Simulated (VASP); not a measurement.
# HfB2 (P6/mmm) in VASP: further runs

The runs below take HfB2 through single point, with PBE.

All numbers are computed with VASP 6.6.1; they aren't measurements. Logs are shortened: lines on timing, memory, paths and dates and some standing lists are left out, and cuts for length are marked.

## Step 1: The cell of the first run

Symmetry: P6/mmm, No. 191, hexagonal system. Conventional cell: a = 3.140 Å, b = 3.140 Å, c = 3.480 Å, α = 90.00°, β = 90.00°, γ = 120.00°. Within 3.3 Å of Hf (site symmetry 6/mmm) lie 12 B at 2.51 Å and 6 Hf at 3.14 Å. B (site symmetry -6m2) has 3 B at 1.81 Å within 2.4 Å.

## Step 2: Single point, PBE

INCAR

```
PREC = Accurate
ENCUT = 520
EDIFF = 1E-6
ISMEAR = 0
SIGMA = 0.02
LREAL = F
LASPH = T
NELM = 60
ALGO = Normal
ISIF = 2
LWAVE = F
LCHARG = F
GGA = PE
NBANDS = 15
```

KPOINTS

```
Automatic mesh
0
Gamma
  10 10 8
```

POSCAR

```
HfB2
1.0
    3.1400000000      0.0000000000      0.0000000000
   -1.5700000000      2.7193197679      0.0000000000
    0.0000000000      0.0000000000      3.4800000000
Hf B
1 2
Direct
    0.0000000000      0.0000000000      0.0000000000
    0.6666666667      0.3333333333      0.5000000000
    0.3333333333      0.6666666667      0.5000000000
```

Potentials or basis: VASP PAW PBE potentials, release 64 (Hf_pv, B).

Run with:

```sh
cat potpaw_PBE.64/Hf_pv/POTCAR potpaw_PBE.64/B/POTCAR > POTCAR
mpirun -np 1 vasp_std > vasp.out
```

OUTCAR:

```text
PREC = Accurate
   ENCUT = 520
   EDIFF = 1E-6
   ISMEAR = 0
   LREAL = F
   LASPH = T
   NELM = 60
   ISIF = 2
   GGA = PE

 ion  position               nearest neighbor table
   1  0.000  0.000  0.000-   2 2.51   3 2.51   2 2.51   3 2.51   2 2.51   2 2.51   3 2.51   3 2.51
                             2 2.51   2 2.51   3 2.51   3 2.51
   2  0.667  0.333  0.500-   3 1.81   3 1.81   3 1.81   1 2.51   1 2.51   1 2.51   1 2.51   1 2.51
                             1 2.51
   3  0.333  0.667  0.500-   2 1.81   2 1.81   2 1.81   1 2.51   1 2.51   1 2.51   1 2.51   1 2.51
                             1 2.51

  LATTYP: Found a hexagonal cell.
 ALAT       =     3.1400000000
 C/A-ratio  =     1.1082802548

  Lattice vectors:

 A1 = (   3.1400000000,   0.0000000000,   0.0000000000)
 A2 = (  -1.5700000000,   2.7193197679,   0.0000000000)
 A3 = (   0.0000000000,   0.0000000000,   3.4800000000)

Analysis of symmetry for initial positions (statically):
=====================================================================
 Subroutine PRICEL returns:
 Original cell was already a primitive cell.

 Routine SETGRP: Setting up the symmetry group for a
 hexagonal supercell.

 Subroutine GETGRP returns: Found 24 space group operations
 (whereof 24 operations were pure point group operations)
 out of a pool of 24 trial point group operations.

The static configuration has the point symmetry D_6h.

Analysis of symmetry for dynamics (positions and initial velocities):
=====================================================================
 Subroutine PRICEL returns:
 Original cell was already a primitive cell.

 Routine SETGRP: Setting up the symmetry group for a
 hexagonal supercell.

 Subroutine GETGRP returns: Found 24 space group operations
 (whereof 24 operations were pure point group operations)
 out of a pool of 24 trial point group operations.

The dynamic configuration has the point symmetry D_6h.

 Subroutine INISYM returns: Found 24 space group operations
 (whereof 24 operations are pure point group operations),
 and found     1 'primitive' translations

----------------------------------------------------------------------------------------

                                     Primitive cell

  volume of cell :      29.7146

  direct lattice vectors                    reciprocal lattice vectors
     3.140000000  0.000000000  0.000000000     0.318471338  0.183869512  0.000000000
    -1.570000000  2.719319768  0.000000000     0.000000000  0.367739025  0.000000000
     0.000000000  0.000000000  3.480000000     0.000000000  0.000000000  0.287356322

  length of vectors
[... 94 lines left out ...]
   PSTRESS=    0.0 pullay stress
   NELECT =      16.0000    total number of electrons
   NUPDOWN=      -1.0000    fix difference up-down
   EMIN   =  10.00;   EMAX   =-10.00  energy-range for DOS
   EFERMI =   0.00;   METHOD = LEGACY
   ISMEAR =     0;   SIGMA  =   0.02  broadening in eV -4-tet -1-fermi 0-gaus
   EFERMI_NEDOS =   21; number of points for ismear=-14 and -15
   IALGO  =     38    algorithm
   IMIX   =      4    mixing-type and parameters
     AMIX     =   0.40;   BMIX     =  1.00
     AMIX_MAG =   1.60;   BMIX_MAG =  1.00
  volume/ion in A,a.u.               =       9.90        66.84
  Fermi-wavevector in a.u.,A,eV,Ry     =   1.331860  2.516850 24.134693  1.773850
  Thomas-Fermi vector in A             =   2.460838
   LORBIT       =      0    0 simple, 1 ext, 2 COOP (PROOUT), +10 PAW based schemes
   GGA     = PE    functional components
   LHFCALC =     F    Hartree Fock is set to
   AEXX    =    0.0000 exact exchange contribution
   IVDW    =     0    specifies the selected vdW correction
   LEPSILON=     F    determine dielectric tensor
   LRPA    =     F    only Hartree local field effects (RPA)
 non-spin polarized calculation
 Gauss-broadening in eV      SIGMA  =   0.02
  energy-cutoff  :      520.00
  volume of cell :       29.71
 maximum number of plane-waves:       816
 NGX is ok and might be reduce to    24
   NGX = 11   NGY = 11   NGZ = 13

 number of electron      15.9999998 magnetization

 Free energy of the ion-electron system (eV)
  ---------------------------------------------------
  ext. energy  EPLUGINS =         0.00000000
  ---------------------------------------------------
  free energy    TOTEN  =       -26.39752710 eV

  energy without entropy =      -26.39724493  energy(sigma->0) =      -26.39738602

 E-fermi :   7.5071     XC(G=0): -12.5969

 val. band max:        7.5037679398   @ k =   0.2000   0.2000   0.1250
 cond. band min:       7.8042664565   @ k =   0.1000   0.1000   0.2500
 fundamental gap:      0.3004985167
 Fermi energy:         7.5070537125

 k-point     1 :       0.0000    0.0000    0.0000
  band No.  band energies     occupation
      1     -22.9619      2.00000
      2     -22.4723      2.00000
      3     -22.4723      2.00000
      4      -6.0812      2.00000
      5       4.6654      2.00000
      6       4.7735      2.00000
      7       4.7735      2.00000
      8       4.8890      2.00000
      9      11.6964      0.00000
     10      11.6964      0.00000
     11      12.3287      0.00000
     12      12.3287      0.00000
     13      12.6626      0.00000
     14      12.6667      0.00000
[... 401 lines left out ...]
      2     -22.8637      2.00000
      3     -22.6870      2.00000
      4      -2.2875      2.00000
      5      -0.9205      2.00000
      6       3.0246      2.00000
      7       3.9062      2.00000
      8       5.4501      2.00000
      9       8.8209      0.00000
     10      11.8019      0.00000
     11      11.8785      0.00000
     12      13.9457      0.00000
     13      15.1698      0.00000
     14      16.1058      0.00000
     15      18.4913      0.00000

 [... further k-points ...]
[... 5 lines left out ...]
  --------------------------------------------------------------------------------------
  -------------------------------------------------------------------------------------
  Total        0.1313892      0.1313892      0.2951704      0.0000000      0.0000000      0.0000000
  in kB        7.0843668      7.0843668     15.9152782      0.0000000      0.0000000      0.0000000
  external PRESSURE =      10.0280039 kB  Pullay stress =       0.0000000 kB

 VOLUME and BASIS-vectors are now :
 -----------------------------------------------------------------------------
  energy-cutoff  :      520.00
  volume of cell :       29.71
      direct lattice vectors                 reciprocal lattice vectors
     3.140000000  0.000000000  0.000000000     0.318471338  0.183869512  0.000000000
    -1.570000000  2.719319768  0.000000000     0.000000000  0.367739025  0.000000000
     0.000000000  0.000000000  3.480000000     0.000000000  0.000000000  0.287356322

 POSITION                                       TOTAL-FORCE (eV/Angst)
 -----------------------------------------------------------------------------------
      0.00000      0.00000      0.00000        -0.000000      0.000000      0.000000
      1.57000      0.90644      1.74000         0.000000     -0.000000     -0.000000
     -0.00000      1.81288      1.74000        -0.000000      0.000000      0.000000
 -----------------------------------------------------------------------------------
    total drift:                               -0.000000      0.000000      0.000000

  FREE ENERGIE OF THE ION-ELECTRON SYSTEM (eV)
  ---------------------------------------------------
  free  energy   TOTEN  =       -26.3975270996 eV

  energy  without entropy=      -26.3972449324  energy(sigma->0) =      -26.39738602
```

OSZICAR:

```text
N       E                     dE             d eps       ncg     rms          rms(c)
DAV:   1     0.293664545490E+02    0.29366E+02   -0.81747E+03  2100   0.102E+03
DAV:   2    -0.271827216906E+02   -0.56549E+02   -0.53062E+02  2830   0.222E+02
DAV:   3    -0.287646703403E+02   -0.15819E+01   -0.15744E+01  2716   0.271E+01
DAV:   4    -0.287712728552E+02   -0.66025E-02   -0.66016E-02  2527   0.214E+00
DAV:   5    -0.287713116981E+02   -0.38843E-04   -0.38843E-04  2674   0.146E-01    0.525E+01
DAV:   6    -0.265124605322E+02    0.22589E+01   -0.27735E+00  2534   0.120E+01    0.384E+01
DAV:   7    -0.264640831244E+02    0.48377E-01   -0.96369E-01  2625   0.713E+00    0.117E+01
DAV:   8    -0.264018934287E+02    0.62190E-01   -0.23719E-01  2422   0.368E+00    0.168E+00
DAV:   9    -0.263976524332E+02    0.42410E-02   -0.18709E-02  2436   0.110E+00    0.363E-01
DAV:  10    -0.263975230974E+02    0.12934E-03   -0.70998E-04  2625   0.217E-01    0.268E-01
DAV:  11    -0.263975298478E+02   -0.67504E-05   -0.50899E-05  2590   0.537E-02    0.119E-01
DAV:  12    -0.263975269936E+02    0.28542E-05   -0.37366E-06  2485   0.146E-02    0.136E-02
DAV:  13    -0.263975270996E+02   -0.10605E-06   -0.20409E-07  1211   0.380E-03
   1 F= -.26397527E+02 E0= -.26397386E+02  d E =-.282167E-03
```

It took 16 s on 1 thread of AMD EPYC 9R45 (Zen 5), shared host; peak memory 0.13 GiB.

What came out:

```
Free energy            : -26.3975 eV
Pressure               : 1.0 GPa
Band gap on the k mesh : zero (band 8 reaches 8.26 eV, above the bottom of band 9 at 7.43 eV)
```

Stress tensor (GPa, compression positive):
```
0.71 0.00 0.00
0.00 0.71 0.00
0.00 0.00 1.59
```

Levels at points of the mesh, in eV from the Fermi level:
| k point | band 5 | band 6 | band 7 | band 8 | band 9 | band 10 | band 11 | band 12 |
| --- | --- | --- | --- | --- | --- | --- | --- | --- |
| (0.00, 0.00, 0.00) | -2.84 | -2.73 | -2.73 | -2.62 | 4.19 | 4.19 | 4.82 | 4.82 |
| (0.50, 0.00, 0.00) | -8.89 | -3.97 | -3.27 | -2.70 | 2.27 | 2.89 | 5.74 | 5.88 |
| (0.00, 0.00, 0.50) | -8.21 | -1.03 | -1.03 | 0.48 | 0.48 | 1.16 | 1.16 | 2.40 |
| (0.50, 0.00, 0.50) | -7.34 | -4.80 | -4.55 | -2.51 | 4.17 | 4.32 | 6.41 | 7.36 |

Caveat: spin-orbit coupling is left out, which moves the levels of the heavy elements.

## Step 3: Single point, PBE

INCAR

```
ALGO     = Normal         # electronic algorithm
EDIFF    = 1E-7           # SCF threshold, eV
ENCUT    = 520            # plane-wave cutoff, eV
GGA      = PE             # functional
ISIF     = 2              # what is computed and relaxed
ISMEAR   = 0              # smearing method
LASPH    = True           # aspherical terms in the spheres
LCHARG   = True           # write CHGCAR
LELF     = True           # ELF
LREAL    = False          # projectors in reciprocal space
LVHAR    = True         
LWAVE    = False          # write WAVECAR
NBANDS   = 15             # bands
NELM     = 80             # most SCF steps
PREC     = Accurate       # precision mode
SIGMA    = 0.022          # smearing width, eV
```

KPOINTS

```
k-points
0
Gamma
  10 10 8
```

POSCAR is that of step 2.

Potentials or basis: VASP PAW PBE potentials, release 64 (Hf_pv, B).

Run with:

```sh
cat potpaw_PBE.64/Hf_pv/POTCAR potpaw_PBE.64/B/POTCAR > POTCAR
mpirun -np 1 vasp_std > vasp.out
```

Wall time 18 s (1 thread of AMD EPYC 9R45 (Zen 5), shared host); peak memory 0.13 GiB.

The run converged. Its results:

* Free energy: -26.3976 eV
* Pressure: 1.0 GPa
* Band gap on the k mesh: zero (band 8 reaches 8.26 eV, above the bottom of band 9 at 7.43 eV)

Stress tensor (GPa, compression positive):
```
0.71 0.00 0.00
0.00 0.71 0.00
0.00 0.00 1.59
```

Levels at points of the mesh, in eV from the Fermi level:
```csv
k point,band 4,band 5,band 6,band 7,band 8,band 9,band 10,band 11,band 12,band 13
"(0.00, 0.00, 0.00)",-13.59,-2.84,-2.73,-2.73,-2.62,4.19,4.19,4.82,4.82,5.15
"(0.50, 0.00, 0.00)",-9.61,-8.89,-3.97,-3.27,-2.70,2.27,2.89,5.74,5.88,6.46
"(0.00, 0.00, 0.50)",-11.18,-8.21,-1.03,-1.03,0.48,0.48,1.16,1.16,2.39,5.24
"(0.50, 0.00, 0.50)",-10.18,-7.35,-4.80,-4.55,-2.51,4.17,4.32,6.41,7.36,7.52
```

Caveat: spin-orbit coupling is left out, which moves the levels of the heavy elements.

## Step 4: Single point, PBE

INCAR

```
  ALGO = Normal
  EDIFF = 1E-6
  ENCUT = 520
  GGA = PE
  ISIF = 2
  ISMEAR = 0
  LASPH = True
  LCHARG = True
  LELF = True
  LREAL = False
  LVHAR = True
  LWAVE = False
  NBANDS = 15
  NELM = 100
  PREC = Accurate
  SIGMA = 0.023
```

KPOINTS is that of step 3.

POSCAR is that of step 3.

Potentials or basis: VASP PAW PBE potentials, release 64 (Hf_pv, B).

Run with:

```sh
cat potpaw_PBE.64/Hf_pv/POTCAR potpaw_PBE.64/B/POTCAR > POTCAR
mpirun -np 1 vasp_std > vasp.out
```

OUTCAR:

```text
EDIFF = 1E-6
   ENCUT = 520
   GGA = PE
   ISIF = 2
   ISMEAR = 0
   LASPH = True
   LREAL = False
   NELM = 100
   PREC = Accurate

 ion  position               nearest neighbor table
   1  0.000  0.000  0.000-   2 2.51   3 2.51   2 2.51   3 2.51   2 2.51   2 2.51   3 2.51   3 2.51
                             2 2.51   2 2.51   3 2.51   3 2.51
   2  0.667  0.333  0.500-   3 1.81   3 1.81   3 1.81   1 2.51   1 2.51   1 2.51   1 2.51   1 2.51
                             1 2.51
   3  0.333  0.667  0.500-   2 1.81   2 1.81   2 1.81   1 2.51   1 2.51   1 2.51   1 2.51   1 2.51
                             1 2.51

  LATTYP: Found a hexagonal cell.
 ALAT       =     3.1400000000
 C/A-ratio  =     1.1082802548

  Lattice vectors:

 A1 = (   3.1400000000,   0.0000000000,   0.0000000000)
 A2 = (  -1.5700000000,   2.7193197679,   0.0000000000)
 A3 = (   0.0000000000,   0.0000000000,   3.4800000000)

Analysis of symmetry for initial positions (statically):
=====================================================================
 Subroutine PRICEL returns:
 Original cell was already a primitive cell.

 Routine SETGRP: Setting up the symmetry group for a
 hexagonal supercell.

 Subroutine GETGRP returns: Found 24 space group operations
 (whereof 24 operations were pure point group operations)
 out of a pool of 24 trial point group operations.

The static configuration has the point symmetry D_6h.

Analysis of symmetry for dynamics (positions and initial velocities):
=====================================================================
 Subroutine PRICEL returns:
 Original cell was already a primitive cell.

 Routine SETGRP: Setting up the symmetry group for a
 hexagonal supercell.

 Subroutine GETGRP returns: Found 24 space group operations
 (whereof 24 operations were pure point group operations)
 out of a pool of 24 trial point group operations.

The dynamic configuration has the point symmetry D_6h.

[... 124 lines left out ...]
   LORBIT       =      0    0 simple, 1 ext, 2 COOP (PROOUT), +10 PAW based schemes
   GGA     = PE    functional components
   LHFCALC =     F    Hartree Fock is set to
   AEXX    =    0.0000 exact exchange contribution
   IVDW    =     0    specifies the selected vdW correction
   LEPSILON=     F    determine dielectric tensor
   LRPA    =     F    only Hartree local field effects (RPA)
 non-spin polarized calculation
 Gauss-broadening in eV      SIGMA  =   0.02
  energy-cutoff  :      520.00
  volume of cell :       29.71
 maximum number of plane-waves:       816
 NGX is ok and might be reduce to    24
   NGX = 11   NGY = 11   NGZ = 13

 number of electron      15.9999998 magnetization

 Free energy of the ion-electron system (eV)
  ---------------------------------------------------
  ext. energy  EPLUGINS =         0.00000000
  ---------------------------------------------------
  free energy    TOTEN  =       -26.39757021 eV

  energy without entropy =      -26.39723416  energy(sigma->0) =      -26.39740218

 E-fermi :   7.5084     XC(G=0): -12.5969

 val. band max:        7.5037734445   @ k =   0.2000   0.2000   0.1250
 cond. band min:       7.8042706935   @ k =   0.1000   0.1000   0.2500
 fundamental gap:      0.3004972490
 Fermi energy:         7.5083858706

 k-point     1 :       0.0000    0.0000    0.0000
  band No.  band energies     occupation
      1     -22.9619      2.00000
      2     -22.4723      2.00000
      3     -22.4723      2.00000
      4      -6.0812      2.00000
      5       4.6654      2.00000
      6       4.7735      2.00000
      7       4.7735      2.00000
      8       4.8890      2.00000
      9      11.6964      0.00000
     10      11.6964      0.00000
     11      12.3287      0.00000
     12      12.3287      0.00000
     13      12.6626      0.00000
     14      12.6666      0.00000
[... 401 lines left out ...]
      2     -22.8637      2.00000
      3     -22.6870      2.00000
      4      -2.2875      2.00000
      5      -0.9206      2.00000
      6       3.0246      2.00000
      7       3.9062      2.00000
      8       5.4501      2.00000
      9       8.8209      0.00000
     10      11.8019      0.00000
     11      11.8785      0.00000
     12      13.9457      0.00000
     13      15.1698      0.00000
     14      16.1058      0.00000
     15      18.4913      0.00000

 [... further k-points ...]
[... 5 lines left out ...]
  --------------------------------------------------------------------------------------
  -------------------------------------------------------------------------------------
  Total        0.1317539      0.1317539      0.2946134      0.0000000      0.0000000      0.0000000
  in kB        7.1040292      7.1040292     15.8852453      0.0000000      0.0000000      0.0000000
  external PRESSURE =      10.0311012 kB  Pullay stress =       0.0000000 kB

 VOLUME and BASIS-vectors are now :
 -----------------------------------------------------------------------------
  energy-cutoff  :      520.00
  volume of cell :       29.71
      direct lattice vectors                 reciprocal lattice vectors
     3.140000000  0.000000000  0.000000000     0.318471338  0.183869512  0.000000000
    -1.570000000  2.719319768  0.000000000     0.000000000  0.367739025  0.000000000
     0.000000000  0.000000000  3.480000000     0.000000000  0.000000000  0.287356322

 POSITION                                       TOTAL-FORCE (eV/Angst)
 -----------------------------------------------------------------------------------
      0.00000      0.00000      0.00000        -0.000000      0.000000      0.000000
      1.57000      0.90644      1.74000        -0.000000      0.000000      0.000000
     -0.00000      1.81288      1.74000         0.000000     -0.000000      0.000000
 -----------------------------------------------------------------------------------
    total drift:                               -0.000000      0.000000      0.000000

  FREE ENERGIE OF THE ION-ELECTRON SYSTEM (eV)
  ---------------------------------------------------
  free  energy   TOTEN  =       -26.3975702063 eV

  energy  without entropy=      -26.3972341579  energy(sigma->0) =      -26.39740218
```

Wall time 16 s (1 thread of AMD EPYC 9R45 (Zen 5), shared host); peak memory 0.13 GiB.

What came out:

- Free energy: -26.3976 eV
- Pressure: 1.0 GPa
- Band gap on the k mesh: zero (band 8 reaches 8.26 eV, above the bottom of band 9 at 7.43 eV)

Caveat: spin-orbit coupling is left out, which moves the levels of the heavy elements.

(Part 1 of 2 ends here.)
